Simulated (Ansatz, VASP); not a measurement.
# Two plane-wave programs on BaS

INCAR

```
SYSTEM = BaS
ALGO = Normal ; EDIFF = 1E-6
ENCUT = 520 ; GGA = PE
ISIF = 2 ; ISMEAR = 0
LASPH = .TRUE. ; LCHARG = .FALSE.
LREAL = .FALSE. ; LWAVE = .FALSE.
NBANDS = 15 ; NELM = 100
PREC = Accurate ; SIGMA = 0.05
```

File KPOINTS:

```
k-points
0
G
  8 8 8
  0 0 0
```

The input POSCAR:

```
BaS
1.0
    0.0000000000      3.1937500000      3.2097187500
    3.1937500000      0.0000000000      3.2097187500
    3.1937500000      3.1937500000      0.0000000000
Ba S
1 1
Direct
    0.0000000000      0.0000000000      0.0000000000
    0.5000000000      0.5000000000      0.5000000000
```

Input for Ansatz:

```yaml
crystal:
  lattice:
    - [0.0, 3.19375, 3.20971875]
    - [3.19375, 0.0, 3.20971875]
    - [3.19375, 3.19375, 0.0]
  atoms:
    - { symbol: Ba, position: [0.0, 0.0, 0.0] }
    - { symbol: S, position: [0.5, 0.5, 0.5] }
basis:
  ecutwfc: 420
kpoints:
  mp_grid: { grid: [8, 8, 8] }
hamiltonian:
  xc: pbe
scf:
  occupations: { method: gaussian, width: 0.05 }
output:
  forces: true
  stress: true
  eigenvalues: true
```

Change from the starting cell: strain +0.0050 x Voigt [0, 0, 1, 0, 0, 0], atoms carried along.

Alike in both runs: task single point; functional PBE; k mesh 8 × 8 × 8; occupations gaussian, width 0.05 eV; no spin polarisation.

|  | VASP | Ansatz |
| --- | --- | --- |
| version | VASP 6.6.1 | Ansatz 0.2.0 |
| potentials or method | VASP PAW PBE potentials, release 64 (Ba_sv, S), cutoff 520 eV | scalar-relativistic, plane waves, PAW |
| valence electrons in the cell | 16 | 16 |

VASP gave:

* gap on the k mesh at the Fermi level (eV): 2.11
* least direct gap on the mesh (eV): 2.25
* pressure (GPa): 1.2
* traceless stress, the component that is largest in VASP (GPa): -0.28

**Question.** What did Ansatz give for the same quantities?

**Answer.** gap on the k mesh at the Fermi level (eV): 2.21; least direct gap on the mesh (eV): 2.31; pressure (GPa): 0.6; traceless stress, the component that is largest in VASP (GPa): -0.26.

Spin-orbit coupling is off throughout.
